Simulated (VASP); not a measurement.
# TlRu3 (Pm-3m) in VASP: a series of runs

TlRu3 is run at these levels: PBE; tasks: single point.

Program: VASP 6.6.1. These are calculated values, not measurements. Logs are shortened: lines on timing, memory, paths and dates and some standing lists are left out, and cuts for length are marked.

### Step 1. The cell of the first run

Symmetry: Pm-3m, No. 221, cubic system. The conventional cell has a = 3.986 Å, b = 3.986 Å, c = 3.986 Å, α = 90.00°, β = 90.00°, γ = 90.00°. Within 3.7 Å of Tl (site symmetry m-3m) lie 12 Ru at 2.82 Å. Ru (site symmetry 4/mmm) has 4 Tl at 2.82 Å and 8 Ru at 2.82 Å within 3.7 Å.

### Step 2. Single point, PBE

Contents of INCAR:

```
SYSTEM = TlRu3
PREC = Accurate
ENCUT = 520
EDIFF = 1E-6
ISMEAR = 0
SIGMA = 0.1
LREAL = .False.
LASPH = .True.
NELM = 60
ALGO = Fast
ISIF = 2
LWAVE = .False.
LCHARG = .False.
GGA = PE
NBANDS = 36
```

Contents of KPOINTS:

```
Automatic mesh
0
Gamma
  4 4 4
  0 0 0
```

Contents of POSCAR:

```
TlRu3
1.0
    3.9864754883      0.0000000000      0.0000000000
    0.0000000000      3.9864754883      0.0000000000
    0.0000000000      0.0000000000      3.9864754883
Tl Ru
1 3
Direct
    0.0000000000      0.0000000000      0.0000000000
    0.0000000000      0.5000000000      0.5000000000
    0.5000000000      0.0000000000      0.5000000000
    0.5000000000      0.5000000000      0.0000000000
```

Potentials or basis: VASP PAW PBE potentials, release 64 (Tl_d, Ru_pv).

Started as:

```sh
cat potpaw_PBE.64/Tl_d/POTCAR potpaw_PBE.64/Ru_pv/POTCAR > POTCAR
mpirun -np 1 vasp_std > vasp.out
```

OUTCAR:

```text
SYSTEM = TlRu3
   PREC = Accurate
   ENCUT = 520
   EDIFF = 1E-6
   ISMEAR = 0
   LREAL = .False.
   LASPH = .True.
   NELM = 60
   ISIF = 2
   GGA = PE

 ion  position               nearest neighbor table
   1  0.000  0.000  0.000-   2 2.82   3 2.82   4 2.82   2 2.82   3 2.82   2 2.82   4 2.82   2 2.82
                             3 2.82   4 2.82   3 2.82   4 2.82
   2  0.000  0.500  0.500-   1 2.82   3 2.82   4 2.82   1 2.82   4 2.82   1 2.82   3 2.82   1 2.82
                             3 2.82   4 2.82   4 2.82   3 2.82
   3  0.500  0.000  0.500-   1 2.82   2 2.82   4 2.82   1 2.82   4 2.82   2 2.82   4 2.82   4 2.82
                             1 2.82   2 2.82   1 2.82   2 2.82
   4  0.500  0.500  0.000-   1 2.82   2 2.82   3 2.82   2 2.82   3 2.82   1 2.82   3 2.82   3 2.82
                             1 2.82   2 2.82   2 2.82   1 2.82

  LATTYP: Found a simple cubic cell.
 ALAT       =     3.9864754883

  Lattice vectors:

 A1 = (   3.9864754883,   0.0000000000,   0.0000000000)
 A2 = (   0.0000000000,   3.9864754883,   0.0000000000)
 A3 = (   0.0000000000,   0.0000000000,   3.9864754883)

Analysis of symmetry for initial positions (statically):
=====================================================================
 Subroutine PRICEL returns:
 Original cell was already a primitive cell.

 Routine SETGRP: Setting up the symmetry group for a
 simple cubic supercell.

 Subroutine GETGRP returns: Found 48 space group operations
 (whereof 48 operations were pure point group operations)
 out of a pool of 48 trial point group operations.

The static configuration has the point symmetry O_h .

Analysis of symmetry for dynamics (positions and initial velocities):
=====================================================================
 Subroutine PRICEL returns:
 Original cell was already a primitive cell.

 Routine SETGRP: Setting up the symmetry group for a
 simple cubic supercell.

 Subroutine GETGRP returns: Found 48 space group operations
 (whereof 48 operations were pure point group operations)
 out of a pool of 48 trial point group operations.

The dynamic configuration has the point symmetry O_h .

 Subroutine INISYM returns: Found 48 space group operations
 (whereof 48 operations are pure point group operations),
 and found     1 'primitive' translations

----------------------------------------------------------------------------------------

                                     Primitive cell

  volume of cell :      63.3530

  direct lattice vectors                    reciprocal lattice vectors
     3.986475488  0.000000000  0.000000000     0.250848150  0.000000000  0.000000000
     0.000000000  3.986475488  0.000000000     0.000000000  0.250848150  0.000000000
     0.000000000  0.000000000  3.986475488     0.000000000  0.000000000  0.250848150

  length of vectors
     3.986475488  3.986475488  3.986475488     0.250848150  0.250848150  0.250848150

  position of ions in fractional coordinates (direct lattice)
     0.000000000  0.000000000  0.000000000
     0.000000000  0.500000000  0.500000000
     0.500000000  0.000000000  0.500000000
     0.500000000  0.500000000  0.000000000

  ion indices of the primitive-cell ions
   primitive index   ion index
                 1           1
                 2           2
                 3           3
                 4           4

----------------------------------------------------------------------------------------

 KPOINTS: Automatic mesh

Automatic generation of k-mesh.
 Grid dimensions read from file:
 generate k-points for:    4    4    4

 Generating k-lattice:

  Cartesian coordinates                     Fractional coordinates (reciprocal lattice)
     0.062712037  0.000000000  0.000000000     0.250000000  0.000000000  0.000000000
     0.000000000  0.062712037  0.000000000     0.000000000  0.250000000  0.000000000
     0.000000000  0.000000000  0.062712037     0.000000000  0.000000000  0.250000000

  Length of vectors
     0.062712037  0.062712037  0.062712037

  Shift w.r.t. Gamma in fractional coordinates (k-lattice)
     0.000000000  0.000000000  0.000000000

 Subroutine IBZKPT returns following result:
 ===========================================

 Found     10 irreducible k-points:

 Following reciprocal coordinates:
            Coordinates               Weight
  0.000000  0.000000  0.000000      1.000000
  0.250000  0.000000  0.000000      6.000000
  0.500000  0.000000  0.000000      3.000000
  0.250000  0.250000  0.000000     12.000000
  0.500000  0.250000  0.000000     12.000000
  0.500000  0.500000  0.000000      3.000000
  0.250000  0.250000  0.250000      8.000000
  0.500000  0.250000  0.250000     12.000000
  0.500000  0.500000  0.250000      6.000000
  0.500000  0.500000  0.500000      1.000000
   k-points           NKPTS =     10   k-points in BZ     NKDIM =     10   number of bands    NBANDS=     36
   number of dos      NEDOS =    301   number of ions     NIONS =      4
   total plane-waves  NPLWV =  27000
   dimension x,y,z NGX =    30 NGY =   30 NGZ =   30
   dimension x,y,z NGXF=    60 NGYF=   60 NGZF=   60
   ions per type =               1   3
   NGX,Y,Z   is equivalent  to a cutoff of  12.51, 12.51, 12.51 a.u.
   NGXF,Y,Z  is equivalent  to a cutoff of  25.02, 25.02, 25.02 a.u.
 SYSTEM =  TlRu3
   PREC   = accura    normal or accurate (medium, high low for compatibility)
   ISTART =      0    job   : 0-new  1-cont  2-samecut
   ICHARG =      2    charge: 1-file 2-atom 10-const
   ISPIN  =      1    spin polarized calculation?
   LNONCOLLINEAR =      F non collinear calculations
   LSORBIT =      F    spin-orbit coupling
   LASPH  =      T    aspherical Exc in radial PAW
   ENCUT  =  520.0 eV  38.22 Ry    6.18 a.u.   7.41  7.41  7.41*2*pi/ulx,y,z
   NELM   =     60;   NELMIN=  2; NELMDL= -5     # of ELM steps
   EDIFF  = 0.1E-05   stopping-criterion for ELM
   LREAL  =      F    real-space projection
   EDIFFG = 0.1E-04   stopping-criterion for IOM
   NSW    =      0    number of steps for IOM
   IBRION =     -1    ionic relax: 0-MD 1-quasi-New 2-CG
   NFREE  =      0    steps in history (QN), initial steepest desc. (CG)
   ISIF   =      2    stress and relaxation
   ISYM   =      2    0-nonsym 1-usesym 2-fastsym
   POTIM  = 0.5000    time-step for ionic-motion
   TEBEG  =    0.0;   TEEND  =   0.0 temperature during run
   PSTRESS=    0.0 pullay stress
   NELECT =      55.0000    total number of electrons
   NUPDOWN=      -1.0000    fix difference up-down
   EMIN   =  10.00;   EMAX   =-10.00  energy-range for DOS
   EFERMI =   0.00;   METHOD = LEGACY
   ISMEAR =     0;   SIGMA  =   0.10  broadening in eV -4-tet -1-fermi 0-gaus
   EFERMI_NEDOS =   21; number of points for ismear=-14 and -15
   IALGO  =     68    algorithm
   IMIX   =      4    mixing-type and parameters
     AMIX     =   0.40;   BMIX     =  1.00
     AMIX_MAG =   1.60;   BMIX_MAG =  1.00
  volume/ion in A,a.u.               =      15.84       106.88
  Fermi-wavevector in a.u.,A,eV,Ry     =   1.561732  2.951246 33.184721  2.439008
  Thomas-Fermi vector in A             =   2.664755
   LORBIT       =      0    0 simple, 1 ext, 2 COOP (PROOUT), +10 PAW based schemes
   GGA     = PE    functional components
   LHFCALC =     F    Hartree Fock is set to
   AEXX    =    0.0000 exact exchange contribution
   IVDW    =     0    specifies the selected vdW correction
   LEPSILON=     F    determine dielectric tensor
   LRPA    =     F    only Hartree local field effects (RPA)
 non-spin polarized calculation
 RMM-DIIS sequential band-by-band and
 Gauss-broadening in eV      SIGMA  =   0.10
  energy-cutoff  :      520.00
  volume of cell :       63.35
 maximum number of plane-waves:      1743
 NGX is ok and might be reduce to    30
   NGX = 15   NGY = 15   NGZ = 15

 number of electron      54.9999999 magnetization

 Free energy of the ion-electron system (eV)
  ---------------------------------------------------
  ext. energy  EPLUGINS =         0.00000000
  ---------------------------------------------------
  free energy    TOTEN  =       -27.01937339 eV

  energy without entropy =      -26.99636886  energy(sigma->0) =      -27.00787113

 E-fermi :  11.2382     XC(G=0): -13.2272

 val. band max:       11.2286964313   @ k =   0.5000   0.5000   0.5000
 cond. band min:      11.3004616262   @ k =   0.5000   0.2500   0.2500
 fundamental gap:      0.0717651949
 Fermi energy:        11.2382022088

 k-point     1 :       0.0000    0.0000    0.0000
  band No.  band energies     occupation
      1     -31.4181      2.00000
      2     -31.4181      2.00000
      3     -31.4181      2.00000
      4     -31.1344      2.00000
      5     -31.1344      2.00000
      6     -31.1344      2.00000
[... 28 lines left out ...]
     35      21.2968      0.00000
     36      21.2996      0.00000

 k-point     2 :       0.2500    0.0000    0.0000
  band No.  band energies     occupation
      1     -31.3839      2.00000
      2     -31.3839      2.00000
      3     -31.3593      2.00000
      4     -31.1470      2.00000
      5     -31.1470      2.00000
      6     -31.1381      2.00000
[... 28 lines left out ...]
     35      20.9950      0.00000
     36      21.0040      0.00000

 k-point     3 :       0.5000    0.0000    0.0000
  band No.  band energies     occupation
      1     -31.3388      2.00000
      2     -31.3388      2.00000
      3     -31.2170      2.00000
      4     -31.2038      2.00000
      5     -31.1713      2.00000
      6     -31.1713      2.00000
[... 28 lines left out ...]
     35      19.0842      0.00000
     36      19.0842      0.00000
[... 196 lines left out ...]
 k-point     9 :       0.5000    0.5000    0.2500
  band No.  band energies     occupation
      1     -31.5018      2.00000
      2     -31.3680      2.00000
      3     -31.3101      2.00000
      4     -31.3101      2.00000
      5     -31.0842      2.00000
      6     -31.0396      2.00000
[... 28 lines left out ...]
     35      19.3097      0.00000
     36      19.3111      0.00000

 k-point    10 :       0.5000    0.5000    0.5000
  band No.  band energies     occupation
      1     -31.5717      2.00000
      2     -31.3663      2.00000
      3     -31.3663      2.00000
      4     -31.3663      2.00000
      5     -31.0130      2.00000
      6     -31.0130      2.00000
[... 28 lines left out ...]
     35      18.3961      0.00000
     36      18.3961      0.00000

------------------------ aborting loop because EDIFF is reached ----------------------------------------

  FORCE on cell =-STRESS in cart. coord.  units (eV):
  Direction    XX          YY          ZZ          XY          YZ          ZX
  --------------------------------------------------------------------------------------
  -------------------------------------------------------------------------------------
  Total       -0.0035912     -0.0035912     -0.0035912      0.0000000      0.0000000     -0.0000000
  in kB       -0.0908201     -0.0908201     -0.0908201      0.0000000      0.0000000     -0.0000000
  external PRESSURE =      -0.0908201 kB  Pullay stress =       0.0000000 kB

 VOLUME and BASIS-vectors are now :
 -----------------------------------------------------------------------------
  energy-cutoff  :      520.00
  volume of cell :       63.35
      direct lattice vectors                 reciprocal lattice vectors
     3.986475488  0.000000000  0.000000000     0.250848150  0.000000000  0.000000000
     0.000000000  3.986475488  0.000000000     0.000000000  0.250848150  0.000000000
     0.000000000  0.000000000  3.986475488     0.000000000  0.000000000  0.250848150

 POSITION                                       TOTAL-FORCE (eV/Angst)
 -----------------------------------------------------------------------------------
      0.00000      0.00000      0.00000         0.000000      0.000000      0.000000
      0.00000      1.99324      1.99324         0.000000      0.000000      0.000000
      1.99324      0.00000      1.99324         0.000000      0.000000      0.000000
      1.99324      1.99324      0.00000         0.000000      0.000000      0.000000
 -----------------------------------------------------------------------------------
    total drift:                                0.000000      0.000000     -0.000000

  FREE ENERGIE OF THE ION-ELECTRON SYSTEM (eV)
  ---------------------------------------------------
  free  energy   TOTEN  =       -27.0193733937 eV

  energy  without entropy=      -26.9963688583  energy(sigma->0) =      -27.00787113
```

Run time: 22 s. Hardware: 1 thread of Oxide Virtual Turin-like, shared host; peak memory 0.14 GiB.

Results:

| Item | Value |
| --- | --- |
| Free energy | -27.0194 eV |
| Pressure | 0.0 GPa |
| Band gap on the k mesh | zero (an odd number of electrons rules out a gap without spin polarisation) |

Levels at points of the mesh, in eV from the Fermi level:
| k point | band 24 | band 25 | band 26 | band 27 | band 28 | band 29 | band 30 | band 31 | band 32 | band 33 |
| --- | --- | --- | --- | --- | --- | --- | --- | --- | --- | --- |
| (0.00, 0.00, 0.00) | -0.44 | 0.56 | 0.56 | 1.10 | 1.10 | 1.10 | 1.37 | 1.85 | 1.85 | 1.85 |
| (0.50, 0.00, 0.00) | -1.60 | -0.84 | -0.79 | -0.68 | -0.68 | -0.46 | 0.61 | 1.85 | 5.34 | 6.50 |
| (0.50, 0.50, 0.00) | -1.62 | -1.04 | -1.03 | -1.03 | -0.27 | -0.16 | 0.62 | 0.62 | 2.95 | 2.95 |
| (0.50, 0.50, 0.50) | -1.36 | -0.49 | -0.49 | -0.49 | -0.01 | -0.01 | 0.76 | 1.43 | 1.43 | 1.43 |

Caveat: the k points lie up to 0.39 Å⁻¹ apart, too coarse for converged energies and pressures of a metal; spin-orbit coupling is left out, which moves the levels of the heavy elements.

### Step 3. Single point, PBE

This run uses another cell than the first one, of 16.61 Å³/atom.

Contents of INCAR:

```
SYSTEM = TlRu3
PREC = Accurate
ENCUT = 520
EDIFF = 1E-6
ISMEAR = 0
SIGMA = 0.1
LREAL = .False.
LASPH = .True.
NELM = 80
ALGO = Normal
ISIF = 2
LWAVE = .False.
LCHARG = .True.
GGA = PE
LELF = .True.
LVHAR = .True.
NBANDS = 36
```

KPOINTS is that of step 2.

Contents of POSCAR:

```
TlRu3
1.0
    4.0504357287      0.0000000000      0.0000000000
    0.0000000000      4.0504357287      0.0000000000
    0.0000000000      0.0000000000      4.0504357287
Tl Ru
1 3
Direct
    0.0000000000      0.0000000000      0.0000000000
    0.0000000000      0.5000000000      0.5000000000
    0.5000000000      0.0000000000      0.5000000000
    0.5000000000      0.5000000000      0.0000000000
```

Potentials or basis: VASP PAW PBE potentials, release 64 (Tl_d, Ru_pv).

Started as:

```sh
cat potpaw_PBE.64/Tl_d/POTCAR potpaw_PBE.64/Ru_pv/POTCAR > POTCAR
mpirun -np 1 vasp_std > vasp.out
```

OUTCAR:

```text
SYSTEM = TlRu3
   PREC = Accurate
   ENCUT = 520
   EDIFF = 1E-6
   ISMEAR = 0
   LREAL = .False.
   LASPH = .True.
   NELM = 80
   ISIF = 2
   GGA = PE

 ion  position               nearest neighbor table
   1  0.000  0.000  0.000-   2 2.86   3 2.86   4 2.86   2 2.86   3 2.86   2 2.86   4 2.86   2 2.86
                             3 2.86   4 2.86   3 2.86   4 2.86
   2  0.000  0.500  0.500-   1 2.86   3 2.86   4 2.86   1 2.86   4 2.86   1 2.86   3 2.86   1 2.86
                             3 2.86   4 2.86   4 2.86   3 2.86
   3  0.500  0.000  0.500-   1 2.86   2 2.86   4 2.86   1 2.86   4 2.86   2 2.86   4 2.86   4 2.86
                             1 2.86   2 2.86   1 2.86   2 2.86
   4  0.500  0.500  0.000-   1 2.86   2 2.86   3 2.86   2 2.86   3 2.86   1 2.86   3 2.86   3 2.86
[... 577 lines left out ...]
  Total       -3.6772506     -3.6772506     -3.6772506      0.0000000     -0.0000000      0.0000000
  in kB      -88.6601737    -88.6601737    -88.6601737      0.0000000     -0.0000000      0.0000000
  external PRESSURE =     -88.6601737 kB  Pullay stress =       0.0000000 kB

 VOLUME and BASIS-vectors are now :
 -----------------------------------------------------------------------------
  energy-cutoff  :      520.00
  volume of cell :       66.45
      direct lattice vectors                 reciprocal lattice vectors
     4.050435729  0.000000000  0.000000000     0.246887018  0.000000000  0.000000000
     0.000000000  4.050435729  0.000000000     0.000000000  0.246887018  0.000000000
     0.000000000  0.000000000  4.050435729     0.000000000  0.000000000  0.246887018

 POSITION                                       TOTAL-FORCE (eV/Angst)
 -----------------------------------------------------------------------------------
      0.00000      0.00000      0.00000         0.000000      0.000000      0.000000
      0.00000      2.02522      2.02522         0.000000      0.000000      0.000000
      2.02522      0.00000      2.02522         0.000000      0.000000      0.000000
      2.02522      2.02522      0.00000         0.000000      0.000000      0.000000
 -----------------------------------------------------------------------------------
    total drift:                                0.000000      0.000000     -0.000000

  FREE ENERGIE OF THE ION-ELECTRON SYSTEM (eV)
  ---------------------------------------------------
  free  energy   TOTEN  =       -26.9318761635 eV

  energy  without entropy=      -26.9065096006  energy(sigma->0) =      -26.91919288
```

stdout:

```text
POSCAR found type information on POSCAR TlRu
 POSCAR found :  2 types and       4 ions
 scaLAPACK will be used
 LDA part: xc-table for (Slater+PW92), standard interpolation
 POSCAR, INCAR and KPOINTS ok, starting setup
 FFT: planning ... GRIDC
 FFT: planning ... GRID_SOFT
 FFT: planning ... GRID
 WAVECAR not read
 entering main loop
```

Wall time 19 s (1 thread of Oxide Virtual Turin-like, shared host); peak memory 0.14 GiB.

Results:

- Free energy: -26.9319 eV
- Pressure: -8.9 GPa
- Band gap on the k mesh: zero (an odd number of electrons rules out a gap without spin polarisation)

Caveat: the k points lie up to 0.39 Å⁻¹ apart, too coarse for converged energies and pressures of a metal; spin-orbit coupling is left out, which moves the levels of the heavy elements.

The gap in the log of VASP goes by the Fermi energy; the results here count the filled bands.